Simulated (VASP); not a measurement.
Here is a VASP 6.6.1 calculation.

File INCAR:

```
PREC = Accurate
ENCUT = 600
EDIFF = 1E-7
ISMEAR = 0
SIGMA = 0.1
LREAL = False
LASPH = True
NELM = 80
ALGO = Normal
ISIF = 3
LWAVE = False
LCHARG = False
GGA = PE
IBRION = 2
NSW = 100
EDIFFG = -0.01
```

Contents of KPOINTS:

```
Automatic mesh
0
Gamma
  14 14 10
```

POSCAR

```
Na2F
1.0
    3.3898699100      0.0000000000      0.0000000000
    0.0000000000      3.3898699100      0.0000000000
    0.0000000000      0.0000000000      4.7940000000
Na F
2 1
Direct
    0.0000000000      0.0000000000      0.0000000000
    0.5000000000      0.5000000000      0.5000000000
    0.0000000000      0.0000000000      0.5000000000
```

Potentials or basis: VASP PAW PBE potentials, release 64 (Na_pv, F).

Launch:

```sh
$ cat potpaw_PBE.64/Na_pv/POTCAR potpaw_PBE.64/F/POTCAR > POTCAR
$ mpirun -np 1 vasp_std > vasp.out
```

Question: Estimate the band gap on the k mesh.

Answer: Zero (an odd number of electrons rules out a gap without spin polarisation).

Question: What does it give for the space group after relaxing (to 0.1 Å)?

Answer: P4/mmm (No. 123).

Final structure:
```
CELL_PARAMETERS angstrom
3.37676 0.00000 0.00000
0.00000 3.37676 0.00000
0.00000 0.00000 5.26456
ATOMIC_POSITIONS crystal
Na 0.00000 0.00000 0.00000
Na 0.50000 0.50000 0.50000
F 0.00000 0.00000 0.50000
```

Caveat: the cell differs from its parent crystal (atoms taken out).
